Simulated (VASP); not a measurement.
# TiO2 (I4_1/amd) in VASP: further runs

TiO2 is run at these levels: PBE; tasks: single point.

Program: VASP 6.6.1. These are calculated values, not measurements. Logs are shortened: lines on timing, memory, paths and dates and some standing lists are left out, and cuts for length are marked.

**1. The cell of the first run**

Symmetry: I4_1/amd, No. 141, tetragonal system. Conventional cell: a = 3.778 Å, b = 3.778 Å, c = 9.200 Å, α = 90.00°, β = 90.00°, γ = 90.00°. Within 2.5 Å of Ti (site symmetry -4m2) lie 6 O at 1.92 to 1.96 Å. Within 2.5 Å of O (site symmetry 2mm) lie 3 Ti at 1.92 to 1.96 Å and 2 O at 2.48 Å.

**2. Single point, PBE (uniaxial z strain -4.0%)**

File INCAR:

```
PREC     = Accurate       # precision mode
ENCUT    = 520            # plane-wave cutoff, eV
EDIFF    = 1E-6           # SCF threshold, eV
ISMEAR   = -1             # smearing method
SIGMA    = 0.02           # smearing width, eV
LREAL    = False          # projectors in reciprocal space
LASPH    = True           # aspherical terms in the spheres
NELM     = 80             # most SCF steps
ALGO     = Normal         # electronic algorithm
ISIF     = 2              # what is computed and relaxed
LWAVE    = False          # write WAVECAR
LCHARG   = False          # write CHGCAR
GGA      = PE             # functional
NBANDS   = 33             # bands
```

File KPOINTS:

```
regular mesh
0
Gamma
  10 10 10
```

File POSCAR:

```
TiO2
1.0
   -1.8888988106      1.8888988106      4.6000468768
    1.8888988106     -1.8888988106      4.6000468768
    1.8888988106      1.8888988106     -4.6000468768
Ti O
2 4
Direct
    0.7500000000      0.2500000000      0.5000000000
    0.0000000000      0.0000000000      0.0000000000
    0.5374105006      0.0374105006      0.5000000000
    0.7874105006      0.7874105006      0.0000000000
    0.2125894994      0.2125894994      0.0000000000
    0.9625894994      0.4625894994      0.5000000000
```

Potentials or basis: VASP PAW PBE potentials, release 64 (Ti_sv, O).

Run with:

```bash
$ cat potpaw_PBE.64/Ti_sv/POTCAR potpaw_PBE.64/O/POTCAR > POTCAR
$ mpirun -np 1 vasp_std > vasp.out
```

OUTCAR:

```text
PREC = Accurate
   ENCUT = 520
   EDIFF = 1E-6
   ISMEAR = -1
   LREAL = False
   LASPH = True
   NELM = 80
   ISIF = 2
   GGA = PE

 ion  position               nearest neighbor table
   1  0.750  0.250  0.500-   4 1.92   5 1.92   4 1.92   5 1.92   3 1.96   6 1.96
   2  0.000  0.000  0.000-   3 1.92   6 1.92   3 1.92   6 1.92   5 1.96   4 1.96
   3  0.537  0.037  0.500-   2 1.92   2 1.92   1 1.96
   4  0.787  0.787  0.000-   1 1.92   1 1.92   2 1.96
   5  0.213  0.213  0.000-   1 1.92   1 1.92   2 1.96
   6  0.963  0.463  0.500-   2 1.92   2 1.92   1 1.96

  LATTYP: Found a body centered tetragonal cell.
 ALAT       =     3.7777976212
 C/A-ratio  =     2.4353061429

  Lattice vectors:

 A1 = (  -1.8888988106,   1.8888988106,   4.6000468768)
 A2 = (   1.8888988106,  -1.8888988106,   4.6000468768)
 A3 = (   1.8888988106,   1.8888988106,  -4.6000468768)

Analysis of symmetry for initial positions (statically):
=====================================================================
 Subroutine PRICEL returns:
 Original cell was already a primitive cell.

 Routine SETGRP: Setting up the symmetry group for a
 body centered tetragonal supercell.

 Subroutine GETGRP returns: Found 16 space group operations
 (whereof  8 operations were pure point group operations)
 out of a pool of 16 trial point group operations.

The static configuration has the point symmetry D_2d.
 The point group associated with its full space group is D_4h.

Analysis of symmetry for dynamics (positions and initial velocities):
=====================================================================
 Subroutine PRICEL returns:
 Original cell was already a primitive cell.

 Routine SETGRP: Setting up the symmetry group for a
 body centered tetragonal supercell.

 Subroutine GETGRP returns: Found 16 space group operations
 (whereof  8 operations were pure point group operations)
 out of a pool of 16 trial point group operations.

The dynamic configuration has the point symmetry D_2d.
 The point group associated with its full space group is D_4h.

 Subroutine INISYM returns: Found 16 space group operations
 (whereof  8 operations are pure point group operations),
 and found     1 'primitive' translations

----------------------------------------------------------------------------------------

                                     Primitive cell

  volume of cell :      65.6507

  direct lattice vectors                    reciprocal lattice vectors
    -1.888898811  1.888898811  4.600046877     0.000000000  0.264704492  0.108694545
     1.888898811 -1.888898811  4.600046877     0.264704492  0.000000000  0.108694545
     1.888898811  1.888898811 -4.600046877     0.264704492  0.264704492  0.000000000

  length of vectors
     5.319427479  5.319427479  5.319427479     0.286152009  0.286152009  0.374348683

  position of ions in fractional coordinates (direct lattice)
     0.750000000  0.250000000  0.500000000
     0.000000000  0.000000000  0.000000000
     0.537410501  0.037410501  0.500000000
     0.787410501  0.787410501  0.000000000
     0.212589499  0.212589499  0.000000000
     0.962589499  0.462589499  0.500000000

  ion indices of the primitive-cell ions
   primitive index   ion index
                 1           1
                 2           2
                 3           3
                 4           4
                 5           5
                 6           6

----------------------------------------------------------------------------------------

 KPOINTS: regular mesh

Automatic generation of k-mesh.
 Grid dimensions read from file:
 generate k-points for:   10   10   10

 Generating k-lattice:

  Cartesian coordinates                     Fractional coordinates (reciprocal lattice)
     0.000000000  0.026470449  0.010869454     0.100000000 -0.000000000  0.000000000
     0.026470449  0.000000000  0.010869454    -0.000000000  0.100000000  0.000000000
     0.026470449  0.026470449  0.000000000     0.000000000  0.000000000  0.100000000

  Length of vectors
     0.028615201  0.028615201  0.037434868

  Shift w.r.t. Gamma in fractional coordinates (k-lattice)
     0.000000000  0.000000000  0.000000000

 Subroutine IBZKPT returns following result:
 ===========================================

 Found    102 irreducible k-points:

 Following reciprocal coordinates:
            Coordinates               Weight
  0.000000  0.000000  0.000000      1.000000
  0.100000  0.000000  0.000000      8.000000
  0.200000  0.000000  0.000000      8.000000
  0.300000 -0.000000  0.000000      8.000000
  0.400000  0.000000  0.000000      8.000000
  0.500000  0.000000  0.000000      4.000000
[... 16 lines left out ...]
  0.300000  0.300000  0.000000      8.000000
  0.400000  0.300000  0.000000     16.000000
 [... further k-points ...]
   k-points           NKPTS =    102   k-points in BZ     NKDIM =    102   number of bands    NBANDS=     33
   number of dos      NEDOS =    301   number of ions     NIONS =      6
[... 32 lines left out ...]
   EFERMI_NEDOS =   21; number of points for ismear=-14 and -15
   IALGO  =     38    algorithm
   IMIX   =      4    mixing-type and parameters
     AMIX     =   0.40;   BMIX     =  1.00
     AMIX_MAG =   1.60;   BMIX_MAG =  1.00
  volume/ion in A,a.u.               =      10.94        73.84
  Fermi-wavevector in a.u.,A,eV,Ry     =   1.474830  2.787025 29.594362  2.175124
  Thomas-Fermi vector in A             =   2.589554
   LORBIT       =      0    0 simple, 1 ext, 2 COOP (PROOUT), +10 PAW based schemes
   GGA     = PE    functional components
[... 5 lines left out ...]
 non-spin polarized calculation
  energy-cutoff  :      520.00
  volume of cell :       65.65
 maximum number of plane-waves:      1780
   NGX = 19   NGY = 19   NGZ = 19

 number of electron      47.9999997 magnetization

 Free energy of the ion-electron system (eV)
  ---------------------------------------------------
  ext. energy  EPLUGINS =         0.00000000
  ---------------------------------------------------
  free energy    TOTEN  =       -53.68441598 eV

  energy without entropy =      -53.68441598  energy(sigma->0) =      -53.68441598

 E-fermi :   4.2935     XC(G=0): -10.9494

 val. band max:        3.7759093465   @ k =   0.5000   0.5000   0.0000
 cond. band min:       5.8060263541   @ k =   0.0000   0.0000   0.0000
 fundamental gap:      2.0301170076
 Fermi energy:         4.2934721421

 k-point     1 :       0.0000    0.0000    0.0000
  band No.  band energies     occupation
      1     -52.5736      2.00000
      2     -52.4959      2.00000
      3     -29.0891      2.00000
      4     -28.8203      2.00000
      5     -28.8203      2.00000
      6     -28.7293      2.00000
[... 25 lines left out ...]
     32       9.1180      0.00000
     33       9.4329      0.00000

 k-point     2 :       0.1000    0.0000    0.0000
  band No.  band energies     occupation
      1     -52.5719      2.00000
      2     -52.4970      2.00000
      3     -29.0863      2.00000
      4     -28.8354      2.00000
      5     -28.8216      2.00000
      6     -28.7346      2.00000
[... 25 lines left out ...]
     32       9.3069      0.00000
     33       9.5790      0.00000

 k-point     3 :       0.2000    0.0000    0.0000
  band No.  band energies     occupation
      1     -52.5674      2.00000
      2     -52.5005      2.00000
      3     -29.0793      2.00000
      4     -28.8729      2.00000
      5     -28.8247      2.00000
      6     -28.7469      2.00000
[... 25 lines left out ...]
     32       9.4923      0.00000
     33      10.0436      0.00000

 k-point     4 :       0.3000   -0.0000    0.0000
  band No.  band energies     occupation
      1     -52.5609      2.00000
      2     -52.5055      2.00000
      3     -29.0710      2.00000
      4     -28.9177      2.00000
      5     -28.8281      2.00000
      6     -28.7578      2.00000
[... 673 lines left out ...]
     32      10.3389      0.00000
     33      10.5881      0.00000

 k-point    23 :       0.3000    0.3000    0.0000
  band No.  band energies     occupation
      1     -52.5451      2.00000
      2     -52.5182      2.00000
      3     -29.0436      2.00000
      4     -28.9817      2.00000
      5     -28.8662      2.00000
      6     -28.8066      2.00000
[... 25 lines left out ...]
     32      10.5844      0.00000
     33      11.2749      0.00000

 k-point    24 :       0.4000    0.3000    0.0000
  band No.  band energies     occupation
      1     -52.5403      2.00000
      2     -52.5218      2.00000
      3     -29.0485      2.00000
      4     -29.0055      2.00000
      5     -28.8671      2.00000
      6     -28.8250      2.00000
[... 25 lines left out ...]
     32      10.6125      0.00000
     33      11.4379      0.00000

 [... further k-points ...]

------------------------ aborting loop because EDIFF is reached ----------------------------------------

  FORCE on cell =-STRESS in cart. coord.  units (eV):
  Direction    XX          YY          ZZ          XY          YZ          ZX
  --------------------------------------------------------------------------------------
  -------------------------------------------------------------------------------------
  Total        4.8318413      4.8318413      5.8898506      0.0000000      0.0000000      0.0000000
  in kB      117.9189510    117.9189510    143.7392019      0.0000000      0.0000000      0.0000000
  external PRESSURE =     126.5257013 kB  Pullay stress =       0.0000000 kB

 VOLUME and BASIS-vectors are now :
 -----------------------------------------------------------------------------
  energy-cutoff  :      520.00
  volume of cell :       65.65
      direct lattice vectors                 reciprocal lattice vectors
    -1.888898811  1.888898811  4.600046877     0.000000000  0.264704492  0.108694545
     1.888898811 -1.888898811  4.600046877     0.264704492  0.000000000  0.108694545
     1.888898811  1.888898811 -4.600046877     0.264704492  0.264704492  0.000000000

 POSITION                                       TOTAL-FORCE (eV/Angst)
 -----------------------------------------------------------------------------------
     -0.00000      1.88890      2.30002         0.000000      0.000000     -0.000000
      0.00000      0.00000      0.00000         0.000000      0.000000     -0.000000
      0.00000      1.88890      0.34418        -0.000000     -0.000000     -0.136822
      0.00000      0.00000      7.24425        -0.000000     -0.000000     -0.136822
      0.00000      0.00000      1.95584         0.000000      0.000000      0.136822
      0.00000      1.88890      4.25587        -0.000000     -0.000000      0.136822
 -----------------------------------------------------------------------------------
    total drift:                                0.000000      0.000000     -0.000000

  FREE ENERGIE OF THE ION-ELECTRON SYSTEM (eV)
  ---------------------------------------------------
  free  energy   TOTEN  =       -53.6844159808 eV

  energy  without entropy=      -53.6844159808  energy(sigma->0) =      -53.68441598
```

It took 5 min on 1 thread of Intel Xeon 6975P-C, shared host; peak memory 0.35 GiB.

What came out:

| Property | Result |
| --- | --- |
| Free energy | -53.6844 eV |
| Pressure | 12.7 GPa |
| Largest force | 0.137 eV/Å |
| Band gap on the k mesh | 2.03 eV, indirect (least direct gap 2.46 eV) |

Forces in eV/Å, atoms in the order of the input:
```
Ti   0.000  0.000  0.000
Ti   0.000  0.000  0.000
O    0.000  0.000 -0.137
O    0.000  0.000 -0.137
O    0.000  0.000  0.137
O    0.000  0.000  0.137
```

Stress tensor (GPa, compression positive):
```
11.79  0.00  0.00
 0.00 11.79  0.00
 0.00  0.00 14.37
```

Levels at points of the mesh, in eV from the valence-band top:
| k point | band 21 | band 22 | band 23 | band 24 | band 25 | band 26 | band 27 | band 28 |
| --- | --- | --- | --- | --- | --- | --- | --- | --- |
| (0.00, 0.00, 0.00) | -0.71 | -0.71 | -0.58 | -0.58 | 2.03 | 2.91 | 3.84 | 3.84 |
| (0.50, 0.00, 0.00) | -2.07 | -1.06 | -0.88 | -0.64 | 3.25 | 3.47 | 3.66 | 3.84 |
| (0.50, 0.50, 0.00) | -2.23 | -2.23 | 0.00 | 0.00 | 3.52 | 3.52 | 3.98 | 3.98 |
| (0.50, 0.50, 0.50) | -1.34 | -1.34 | -0.21 | -0.21 | 2.45 | 2.45 | 3.82 | 3.82 |

Caveat: the cell differs from its parent crystal (uniaxial z strain -4.0%). A k mesh can miss the band edges.

**3. Single point, PBE (uniaxial z strain -3.0%)**

File INCAR:

```
SYSTEM = TiO2
  PREC = Accurate
  ENCUT = 520
  EDIFF = 1E-6
  ISMEAR = -1
  SIGMA = 0.02
  LREAL = .False.
  LASPH = .True.
  NELM = 80
  ALGO = Normal
  ISIF = 2
  LWAVE = .False.
  LCHARG = .False.
  GGA = PE
  NBANDS = 33
```

File KPOINTS:

```
Automatic mesh
0
Gamma
  10 10 10
  0 0 0
```

File POSCAR:

```
TiO2
1.0
   -1.8888988106      1.8888988106      4.6479640318
    1.8888988106     -1.8888988106      4.6479640318
    1.8888988106      1.8888988106     -4.6479640318
Ti O
2 4
Direct
    0.7500000000      0.2500000000      0.5000000000
    0.0000000000      0.0000000000      0.0000000000
    0.5388314354      0.0388314354      0.5000000000
    0.7888314354      0.7888314354      0.0000000000
    0.2111685646      0.2111685646      0.0000000000
    0.9611685646      0.4611685646      0.5000000000
```

Potentials or basis: VASP PAW PBE potentials, release 64 (Ti_sv, O).

Run with:

```bash
$ cat potpaw_PBE.64/Ti_sv/POTCAR potpaw_PBE.64/O/POTCAR > POTCAR
$ mpirun -np 1 vasp_std > vasp.out
```

It took 5.3 min on 1 thread of Intel Xeon 6975P-C, shared host; peak memory 0.35 GiB.

It converged, with:

```
Free energy            : -53.7349 eV
Pressure               : 10.8 GPa
Largest force          : 0.130 eV/Å
Band gap on the k mesh : 2.06 eV, indirect (least direct gap 2.46 eV)
```

Forces in eV/Å, atoms in the order of the input:
```
Ti   0.000  0.000  0.000
Ti   0.000  0.000  0.000
O    0.000  0.000 -0.130
O    0.000  0.000 -0.130
O    0.000  0.000  0.130
O    0.000  0.000  0.130
```

Stress tensor (GPa, compression positive):
```
10.08  0.00  0.00
 0.00 10.08  0.00
 0.00  0.00 12.13
```

Levels at points of the mesh, in eV from the valence-band top:
```csv
k point,band 22,band 23,band 24,band 25,band 26,band 27
"(0.00, 0.00, 0.00)",-0.72,-0.54,-0.54,2.06,2.89,3.90
"(0.50, 0.00, 0.00)",-1.03,-0.86,-0.64,3.25,3.50,3.64
"(0.50, 0.50, 0.00)",-2.18,-0.01,-0.01,3.47,3.47,3.94
"(0.50, 0.50, 0.50)",-1.31,-0.17,-0.17,2.46,2.46,3.81
```

Caveat: the cell differs from its parent crystal (uniaxial z strain -3.0%).

**4. Single point, PBE (uniaxial z strain -2.0%)**

File INCAR:

```
SYSTEM = TiO2
  ALGO = Normal
  EDIFF = 1E-7
  ENCUT = 520
  GGA = PE
  ISIF = 2
  ISMEAR = -1
  LASPH = .TRUE.
  LCHARG = .FALSE.
  LREAL = .FALSE.
  LWAVE = .FALSE.
  NBANDS = 33
  NELM = 60
  PREC = Accurate
  SIGMA = 0.02
```

File KPOINTS:

```
k-points
0
G
  10 10 10
  0 0 0
```

File POSCAR:

```
TiO2
1.0
   -1.8888988106      1.8888988106      4.6958811868
    1.8888988106     -1.8888988106      4.6958811868
    1.8888988106      1.8888988106     -4.6958811868
Ti O
2 4
Direct
    0.7500000000      0.2500000000      0.5000000000
    0.0000000000      0.0000000000      0.0000000000
    0.5402015027      0.0402015027      0.5000000000
    0.7902015027      0.7902015027      0.0000000000
    0.2097984973      0.2097984973      0.0000000000
    0.9597984973      0.4597984973      0.5000000000
```

Run with:

```bash
$ cat potpaw_PBE.64/Ti_sv/POTCAR potpaw_PBE.64/O/POTCAR > POTCAR
$ mpirun -np 1 vasp_std > vasp.out
```

It took 6.2 min on 1 thread of Intel Xeon 6975P-C, shared host; peak memory 0.35 GiB.

The run converged. Its results:

```yaml
Free_energy: -53.7765 eV
Pressure: 8.9 GPa
Largest_force: 0.125 eV/Å
Band_gap_on_the_k_mesh: 2.09 eV, indirect (least direct gap 2.46 eV)
```

Forces in eV/Å, atoms in the order of the input:
```
Ti   0.000  0.000  0.000
Ti   0.000  0.000  0.000
O    0.000  0.000 -0.125
O    0.000  0.000 -0.125
O    0.000  0.000  0.125
O    0.000  0.000  0.125
```

Stress tensor (GPa, compression positive):
```
8.40 0.00 0.00
0.00 8.40 0.00
0.00 0.00 9.96
```

Levels at points of the mesh, in eV from the valence-band top:
| k point | band 20 | band 21 | band 22 | band 23 | band 24 | band 25 | band 26 | band 27 | band 28 | band 29 |
| --- | --- | --- | --- | --- | --- | --- | --- | --- | --- | --- |
| (0.00, 0.00, 0.00) | -0.76 | -0.74 | -0.74 | -0.51 | -0.51 | 2.09 | 2.88 | 3.95 | 3.95 | 4.00 |
| (0.50, 0.00, 0.00) | -2.02 | -2.00 | -1.00 | -0.85 | -0.64 | 3.25 | 3.54 | 3.61 | 3.74 | 4.32 |
| (0.50, 0.50, 0.00) | -2.71 | -2.13 | -2.13 | -0.02 | -0.02 | 3.42 | 3.42 | 3.89 | 3.89 | 4.95 |
| (0.50, 0.50, 0.50) | -1.36 | -1.29 | -1.29 | -0.15 | -0.15 | 2.47 | 2.47 | 3.80 | 3.80 | 4.18 |

Caveat: the cell differs from its parent crystal (uniaxial z strain -2.0%). A k mesh can miss the band edges.

**5. Single point, PBE (uniaxial z strain -1.0%)**

File INCAR:

```
SYSTEM = TiO2
PREC = Accurate
ENCUT = 520
EDIFF = 1E-7
ISMEAR = -1
SIGMA = 0.02
LREAL = .False.
LASPH = .True.
NELM = 60
ALGO = Normal
ISIF = 2
LWAVE = .False.
LCHARG = .False.
GGA = PE
NBANDS = 33
```

File KPOINTS:

```
regular mesh
0
Gamma
  10 10 10
  0 0 0
```

File POSCAR:

```
TiO2
1.0
   -1.8888988106      1.8888988106      4.7437983417
    1.8888988106     -1.8888988106      4.7437983417
    1.8888988106      1.8888988106     -4.7437983417
Ti O
2 4
Direct
    0.7500000000      0.2500000000      0.5000000000
    0.0000000000      0.0000000000      0.0000000000
    0.5415079101      0.0415079101      0.5000000000
    0.7915079101      0.7915079101      0.0000000000
    0.2084920899      0.2084920899      0.0000000000
    0.9584920899      0.4584920899      0.5000000000
```

Run with:

```bash
$ cat potpaw_PBE.64/Ti_sv/POTCAR potpaw_PBE.64/O/POTCAR > POTCAR
$ mpirun -np 1 vasp_std > vasp.out
```

Run time: 6.2 min. Hardware: 1 thread of Intel Xeon 6975P-C, shared host; peak memory 0.36 GiB.

The run converged. Its results:

* Free energy: -53.8094 eV
* Pressure: 7.1 GPa
* Largest force: 0.119 eV/Å
* Band gap on the k mesh: 2.11 eV, indirect (least direct gap 2.45 eV)

Forces on the atoms (eV/Å):
```
Ti   0.000  0.000  0.000
Ti   0.000  0.000  0.000
O    0.000  0.000 -0.119
O    0.000  0.000 -0.119
O    0.000  0.000  0.119
O    0.000  0.000  0.119
```

Stress tensor (GPa, compression positive):
```
6.78 0.00 0.00
0.00 6.78 0.00
0.00 0.00 7.84
```

Levels at points of the mesh, in eV from the valence-band top:
| k point | band 22 | band 23 | band 24 | band 25 | band 26 | band 27 |
| --- | --- | --- | --- | --- | --- | --- |
| (0.00, 0.00, 0.00) | -0.75 | -0.48 | -0.48 | 2.11 | 2.86 | 4.00 |
| (0.50, 0.00, 0.00) | -0.96 | -0.84 | -0.64 | 3.25 | 3.56 | 3.58 |
| (0.50, 0.50, 0.00) | -2.08 | -0.03 | -0.03 | 3.37 | 3.37 | 3.85 |
| (0.50, 0.50, 0.50) | -1.27 | -0.12 | -0.12 | 2.48 | 2.48 | 3.79 |

Caveat: the cell differs from its parent crystal (uniaxial z strain -1.0%). A k mesh can miss the band edges.

**6. Overview**

| cell | gap on the mesh (eV) | pressure (GPa) | largest force (eV/Å) |
| --- | --- | --- | --- |
| a = 5.319 Å, angles 138.4, 138.4, 60.3°, 6 atoms | 2.03 | 12.7 | 0.14 |
| a = 5.361 Å, angles 138.7, 138.7, 59.8°, 6 atoms | 2.06 | 10.8 | 0.13 |
| a = 5.403 Å, angles 139.1, 139.1, 59.3°, 6 atoms | 2.09 | 8.9 | 0.12 |
| a = 5.444 Å, angles 139.4, 139.4, 58.8°, 6 atoms | 2.11 | 7.1 | 0.12 |

Alike in all rows: task single point; level PBE; potentials or basis VASP PAW PBE potentials, release 64 (Ti_sv, O); no spin polarisation; k mesh 10 × 10 × 10; cutoff (eV) 520; smearing fermi-dirac 0.02 eV.

Absolute energies hang on the potentials; compare differences alone.
